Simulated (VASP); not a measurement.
Here is a VASP 6.6.1 calculation.

The input INCAR:

```
SYSTEM = SiC
ALGO = Normal ; EDIFF = 1E-7
ENCUT = 520 ; GGA = PE
ISIF = 2 ; ISMEAR = 0
LASPH = .True. ; LCHARG = .True.
LELF = .True. ; LREAL = .False.
LVHAR = .True. ; LWAVE = .False.
NBANDS = 36 ; NELM = 60
PREC = Accurate ; SIGMA = 0.1
```

File KPOINTS:

```
k-points
0
Gamma
  6 6 2
  0 0 0
```

File POSCAR:

```
SiC
1.0
    3.0766210102      0.0000000000      0.0000000000
   -1.5383105051      2.6644319527      0.0000000000
    0.0000000000      0.0000000000     15.0980843200
Si C
6 6
Direct
    0.3333333300      0.6666666700      0.8329861500
    0.6666666700      0.3333333300      0.3329861500
    0.6666666700      0.3333333300      0.6665006000
    0.3333333300      0.6666666700      0.1665006000
    0.0000000000      0.0000000000      0.4997294200
    0.0000000000      0.0000000000      0.9997294200
    0.0000000000      0.0000000000      0.8743664100
    0.0000000000      0.0000000000      0.3743664100
    0.3333333300      0.6666666700      0.7079967800
    0.6666666700      0.3333333300      0.2079967800
    0.6666666700      0.3333333300      0.5415216400
    0.3333333300      0.6666666700      0.0415216400
```

Potentials or basis: VASP PAW PBE potentials, release 64 (Si, C).

The run is started by

```console
$ cat potpaw_PBE.64/Si/POTCAR potpaw_PBE.64/C/POTCAR > POTCAR
$ mpirun -np 1 vasp_std > vasp.out
```

Estimate the pressure.

3.9 GPa.

What does it give for the largest force?

0.007 eV/Å.

Predict the band gap on the k mesh.

2.02 eV, indirect (least direct gap 3.12 eV).

Stress tensor (GPa, compression positive):
```
3.95 0.00 0.00
0.00 3.95 0.00
0.00 0.00 3.71
```

A k mesh can miss the band edges.
